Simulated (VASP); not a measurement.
Here is a VASP 6.6.1 calculation.

Contents of INCAR:

```
SYSTEM = SnTe
ALGO = Normal
EDIFF = 1E-8
ENCUT = 520
GGA = PE
ISIF = 2
ISMEAR = -1
LASPH = .TRUE.
LCHARG = .FALSE.
LEFG = .TRUE.
LREAL = .FALSE.
LWAVE = .FALSE.
NBANDS = 17
NELM = 80
PREC = Accurate
SIGMA = 0.08
```

Contents of KPOINTS:

```
k-points
0
G
  11 11 11
  0 0 0
```

The input POSCAR:

```
SnTe
1.0
    0.0000000000      3.1565000000      3.1565000000
    3.1565000000      0.0000000000      3.1565000000
    3.1565000000      3.1565000000      0.0000000000
Sn Te
1 1
Direct
    0.0000000000      0.0000000000      0.0000000000
    0.5000000000      0.5000000000      0.5000000000
```

Potentials or basis: VASP PAW PBE potentials, release 64 (Sn_d, Te).

Run with:

```bash
$ cat potpaw_PBE.64/Sn_d/POTCAR potpaw_PBE.64/Te/POTCAR > POTCAR
$ mpirun -np 1 vasp_std > vasp.out
```

Task: What does it give for the pressure?

Result: 2.0 GPa.

Caveat: without QUAD_EFG the Cq values of the log hold for a quadrupole moment of 1 mb, not for the nuclei.
